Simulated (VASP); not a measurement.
Crystal: P.

```
P
1.0
     2.78186    0.00000    0.00000
    -1.39093    2.40916    0.00000
     0.00000    0.00000    9.08555
P
4
Direct
  0.00000 0.00000 0.00000
  0.00000 0.00000 0.50000
  0.33333 0.66667 0.25000
  0.66667 0.33333 0.75000
```

```yaml
Program: VASP 6.6.1
Task: relaxation of cell and atoms
Functional: PBE
Potentials_or_basis: VASP PAW PBE potentials, release 64 (P)
Cutoff: 600 eV
k_mesh: 13 × 13 × 4
Occupations: fermi-dirac, width 0.1 eV
Spin: no spin polarisation
```

At the start: pressure -3.7 GPa; volume 15.22 Å³/atom.

Q: How do energy, volume and symmetry change on relaxing?

A: Over 17 steps the energy falls by 32.8 meV/atom and the volume is 14.71 Å³/atom (-3.4 %); space group P6_3/mmc (No. 194, to 0.05 Å).

The path:
```csv
step,energy change (eV),largest force (eV/Å),pressure (GPa),volume (Å³)
1,0.0000,0.0000,-3.74,60.89
2,-0.0368,0.0000,0.63,57.81
3,-0.0370,0.0000,0.32,58.01
4,-0.0464,0.0000,0.42,57.91
5,-0.0792,0.0000,0.94,57.57
6,-0.1087,0.0000,3.55,56.74
7,-0.1145,0.0000,2.49,57.03
8,-0.1147,0.0000,2.78,56.95
9,-0.1195,0.0000,2.47,57.22
10,-0.1247,0.0000,1.68,57.92
11,-0.1250,0.0000,1.49,58.09
12,-0.1278,0.0000,1.06,58.31
13,-0.1310,0.0000,-0.22,58.97
14,-0.1311,0.0000,-0.10,58.91
15,-0.1310,0.0000,-0.13,58.92
16,-0.1311,0.0000,-0.12,58.90
17,-0.1311,0.0000,-0.08,58.85
```

Final structure:
```
P
1.0
     2.62984    0.00000    0.00000
    -1.31492    2.27751    0.00000
     0.00000    0.00000    9.82513
P
4
Direct
  0.00000 0.00000 0.00000
  0.00000 0.00000 0.50000
  0.33333 0.66667 0.25000
  0.66667 0.33333 0.75000
```
